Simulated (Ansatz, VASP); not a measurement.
## MgCd2S3: VASP beside Ansatz

```
CELL_PARAMETERS angstrom
4.14728 -0.00011 0.00003
-2.07373 3.59172 -0.00007
0.00016 -0.00041 20.18104
ATOMIC_POSITIONS crystal
Mg 0.66633 0.33297 0.50231
Mg 0.66678 0.33345 0.83140
Cd 0.33349 0.66674 0.99753
Cd 0.33337 0.66684 0.33962
Cd 0.33338 0.66663 0.66886
Cd 0.66669 0.33343 0.16833
S 0.33330 0.66667 0.12487
S 0.33306 0.66635 0.46684
S 0.33348 0.66679 0.79591
S 0.66661 0.33346 0.29577
S 0.66666 0.33324 0.62474
S 0.66684 0.33344 0.95382
```

Change from the starting cell: cell x1, atoms moved at random (sigma 0.15 Å) and cell strained at random (1.5 %), then relaxed without symmetry.

Alike in both runs: functional PBE; k mesh 6 × 6 × 1; occupations gaussian, width 0.1 eV; no spin polarisation.

Ansatz relaxed the structure, and its values are those at the end. VASP's run is a single point on that final structure, the one shown.

|  | VASP | Ansatz |
| --- | --- | --- |
| version | VASP 6.6.1 | Ansatz 0.2.0 |
| potentials or method | VASP PAW PBE potentials, release 64 (Mg, Cd, S), cutoff 520 eV | scalar-relativistic, plane waves, PAW |
| valence electrons in the cell | 88 | 136 |

VASP gave:

```
gap on the k mesh at the Fermi level (eV) : 1.53
least direct gap on the mesh (eV)         : 1.53
pressure (GPa)                            : 0.2
rms of the force components (eV/Å)        : 0.014
```

Which values does Ansatz return?

gap on the k mesh at the Fermi level (eV): 1.53; least direct gap on the mesh (eV): 1.53; pressure (GPa): 0.0; rms of the force components (eV/Å): 0.006.

VASP's potentials hold 88 valence electrons a cell and Ansatz's 136, so a difference there can come from the potentials and not from the codes.
